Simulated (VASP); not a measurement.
Wanted: the native input for a VASP 6.6.1 run.

```
Task                   : single point
Functional             : PBE
Potentials or basis    : VASP PAW PBE potentials, release 64 (Rb_sv, Br)
Cutoff                 : 520 eV
k mesh                 : 4 × 4 × 4
Occupations            : gaussian, width 0.01 eV
Spin                   : no spin polarisation
Dipole correction      : no
Further INCAR settings : ALGO = Normal; EDIFF = 1e-07; NBANDS = 15
```

The structure of RbBr lies in POSCAR:

```
RbBr
1.0
    0.0000000000      3.8694968646      3.8114544117
    3.8694968646      0.0000000000      3.8114544117
    3.8694968646      3.8694968646      0.0000000000
Rb Br
1 1
Direct
    0.0000000000      0.0000000000      0.0000000000
    0.2500000000      0.2500000000      0.2500000000
```

This cell differs from its parent crystal: uniaxial z strain -1.5%.

One way to write it, as run:

INCAR

```
PREC = Accurate ; ENCUT = 520
EDIFF = 1E-7 ; ISMEAR = 0
SIGMA = 0.01 ; LREAL = F
LASPH = T ; NELM = 100
ALGO = Normal ; ISIF = 2
LWAVE = F ; LCHARG = F
GGA = PE ; NBANDS = 15
```

KPOINTS

```
regular mesh
0
Gamma
  4 4 4
```

Potentials or basis: VASP PAW PBE potentials, release 64 (Rb_sv, Br).

The run is started by

```sh
$ cat potpaw_PBE.64/Rb_sv/POTCAR potpaw_PBE.64/Br/POTCAR > POTCAR
$ mpirun -np 1 vasp_std > vasp.out
```

Results of the run:

- Pressure: 0.3 GPa
- Band gap on the k mesh: 4.09 eV (least direct gap 4.19 eV)

Caveat: the cell differs from its parent crystal (uniaxial z strain -1.5%); the structure was generated, so it needn't be the stable form of RbBr.

Run time: 24 s on 1 thread of Intel(R) Xeon(R) Platinum 8259CL CPU @ 2.50GHz (Skylake/Cascade Lake), with other jobs on the host, peak memory 0.24 GiB.
